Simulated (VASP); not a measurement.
Set up this calculation in VASP 6.6.1, as the native input.

* Task: single point
* Functional: BLYP
* Potentials or basis: VASP PAW PBE potentials, release 64 (Sn_d, O)
* Cutoff: 520 eV
* k mesh: 4 × 4 × 3
* Occupations: fermi-dirac, width 0.05 eV
* Spin: no spin polarisation
* Dipole correction: no
* Further INCAR settings: ALGO = Normal; EDIFF = 1e-06; NBANDS = 28

The structure of SnO lies in POSCAR:

```
SnO
1.0
    3.8136952200      0.0000000000      0.0000000000
    0.0000000000      3.8136952200      0.0000000000
    0.0000000000      0.0000000000      4.8869133000
Sn O
2 2
Direct
    0.5000000000      0.0000000000      0.7646261400
    0.0000000000      0.5000000000      0.2353738600
    0.0000000000      0.0000000000      0.0000000000
    0.5000000000      0.5000000000      0.0000000000
```

The input as run:

INCAR

```
PREC = Accurate
ENCUT = 520
EDIFF = 1E-6
ISMEAR = -1
SIGMA = 0.05
LREAL = F
LASPH = T
NELM = 60
ALGO = Normal
ISIF = 2
LWAVE = F
LCHARG = F
GGA = B5
ALDAX = 1.0
AGGAX = 1.0
AGGAC = 1.0
ALDAC = 0.0
NBANDS = 28
```

KPOINTS

```
regular mesh
0
Gamma
  4 4 3
```

Potentials or basis: VASP PAW PBE potentials, release 64 (Sn_d, O).

Launch:

```bash
$ cat potpaw_PBE.64/Sn_d/POTCAR potpaw_PBE.64/O/POTCAR > POTCAR
$ mpirun -np 1 vasp_std > vasp.out
```

Results of the run:

| Quantity | Value |
| --- | --- |
| Pressure | 8.4 GPa |
| Largest force | 0.656 eV/Å |
| Band gap on the k mesh | 0.36 eV, indirect (least direct gap 2.20 eV) |

Caveat: the k points lie up to 0.43 Å⁻¹ apart; the PAW data sets were made with another functional, which shifts forces and pressure a little; spin-orbit coupling is left out, which moves the levels of the heavy elements.

It took 40 s on 1 thread of Intel(R) Xeon(R) Platinum 8259CL CPU @ 2.50GHz (Skylake/Cascade Lake), with other jobs on the host, peak memory 0.17 GiB.
